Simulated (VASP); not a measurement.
The system is Ca2BO6.

```
Ca B O
1.0
     0.00000    3.56100    3.56100
     3.56100    0.00000    3.56100
     3.56100    3.56100    0.00000
Ca B O
2 1 6
Cartesian
  1.7805 1.7805 1.7805
  5.3415 5.3415 5.3415
  0.0000 0.0000 0.0000
  1.7564 3.5610 3.5610
  3.5610 1.7564 3.5610
  3.5610 3.5610 1.7564
  5.3656 3.5610 3.5610
  3.5610 5.3656 3.5610
  3.5610 3.5610 5.3656
```

| Property | Result |
| --- | --- |
| Program | VASP 6.6.1 |
| Task | relaxation of cell and atoms |
| Functional | PBE |
| Potentials or basis | VASP PAW PBE potentials, release 64 (Ca_sv, B, O) |
| Cutoff | 600 eV |
| k mesh | 4 × 4 × 4 |
| Occupations | gaussian, width 0.1 eV |
| Spin | collinear spin, ferromagnetic start |
| Starting moments | [0.0, 0.0, 0.0, 1.0, 1.0, 1.0, 1.0, 1.0, 1.0] μB |

At the start: pressure -2.6 GPa; volume 10.03 Å³/atom.

How do energy, volume and symmetry change on relaxing?

Over 7 steps the energy falls by 88.6 meV/atom and the volume is 10.75 Å³/atom (+7.1 %); space group Fm-3m (No. 225, to 0.1 Å) before and after; moment 5.00 μB per cell.

The path:
| step | energy change (eV) | largest force (eV/Å) | pressure (GPa) | volume (Å³) |
| --- | --- | --- | --- | --- |
| 1 | 0.0000 | 1.8241 | -2.58 | 90.31 |
| 2 | -0.5776 | 0.3540 | 6.73 | 88.21 |
| 3 | -0.5819 | 0.1799 | 7.86 | 88.02 |
| 4 | -0.7775 | 0.0055 | 2.38 | 93.70 |
| 5 | -0.7967 | 0.0642 | 0.46 | 96.40 |
| 6 | -0.7967 | 0.0662 | 0.35 | 96.57 |
| 7 | -0.7971 | 0.0382 | -0.34 | 96.73 |

Final structure:
```yaml
crystal:
  lattice:
    - [0.00000, 3.64349, 3.64349]
    - [3.64349, 0.00000, 3.64349]
    - [3.64349, 3.64349, 0.00000]
  atoms:
    - { symbol: Ca, position: [0.25000, 0.25000, 0.25000] }
    - { symbol: Ca, position: [0.75000, 0.75000, 0.75000] }
    - { symbol: B, position: [0.00000, 0.00000, 0.00000] }
    - { symbol: O, position: [0.77402, 0.22598, 0.22598] }
    - { symbol: O, position: [0.22598, 0.77402, 0.22598] }
    - { symbol: O, position: [0.22598, 0.22598, 0.77402] }
    - { symbol: O, position: [0.22598, 0.77402, 0.77402] }
    - { symbol: O, position: [0.77402, 0.22598, 0.77402] }
    - { symbol: O, position: [0.77402, 0.77402, 0.22598] }
```

Caveat: the k points lie up to 0.37 Å⁻¹ apart in the final cell, too coarse for converged energies and pressures of a metal.
